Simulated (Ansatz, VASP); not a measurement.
# One calculation of Zr, two programs

Contents of INCAR:

```
  PREC = Accurate
  ENCUT = 520
  EDIFF = 1E-6
  ISMEAR = -1
  SIGMA = 0.1
  LREAL = False
  LASPH = True
  NELM = 60
  ALGO = Normal
  ISIF = 2
  LWAVE = False
  LCHARG = True
  GGA = CA
  LELF = True
  LVHAR = True
  NBANDS = 19
```

KPOINTS

```
regular mesh
0
Gamma
  10 10 10
```

File POSCAR:

```
Zr
1.0
    0.0000000000      3.1057181033      3.1057181033
    3.1057181033      0.0000000000      3.1057181033
    3.1057181033      3.1057181033      0.0000000000
Zr
2
Direct
    0.1250000000      0.1250000000      0.1250000000
    0.8750000000      0.8750000000      0.8750000000
```

Input for Ansatz:

```yaml
crystal:
  lattice:
    - [0.0, 3.1057181033, 3.1057181033]
    - [3.1057181033, 0.0, 3.1057181033]
    - [3.1057181033, 3.1057181033, 0.0]
  atoms:
    - { symbol: Zr, position: [0.125, 0.125, 0.125] }
    - { symbol: Zr, position: [0.875, 0.875, 0.875] }
hamiltonian:
  xc: lda
  pseudopotentials:
    kind: paw
    azcp:
      Zr: "pseudopotentials/Zr.paw.azcp"
basis:
  ecutwfc: 420
  fft_grid_basis: typed
kpoints:
  mp_grid: { grid: [10, 10, 10], shift: [0, 0, 0] }
magnetization:
  spin_polarized: false
scf:
  occupations: { method: fermi_dirac, width: 0.1 }
  lower_state_search: "off"
output:
  stress: true
  write_density: true
  write_potential: true
  elf: true
  volumetric_format: npy
```

Alike in both runs: task single point; functional LDA; k mesh 10 × 10 × 10; occupations fermi-dirac, width 0.1 eV; no spin polarisation.

|  | VASP | Ansatz |
| --- | --- | --- |
| version | VASP 6.6.1 | Ansatz 0.2.0 |
| potentials or method | VASP PAW LDA potentials, release 64 (Zr_sv), cutoff 520 eV | plane waves (420 eV) with PAW, scalar-relativistic |
| valence electrons in the cell | 24 | 24 |

```csv
,VASP,Ansatz,Ansatz less VASP
pressure (GPa),-2.7,-2.8,-0.04
```

Ansatz warns that its potentials were made for another functional, while VASP's fit it. LDA's correlation is that of Perdew and Zunger in VASP and of Perdew and Wang (1992) in Ansatz.
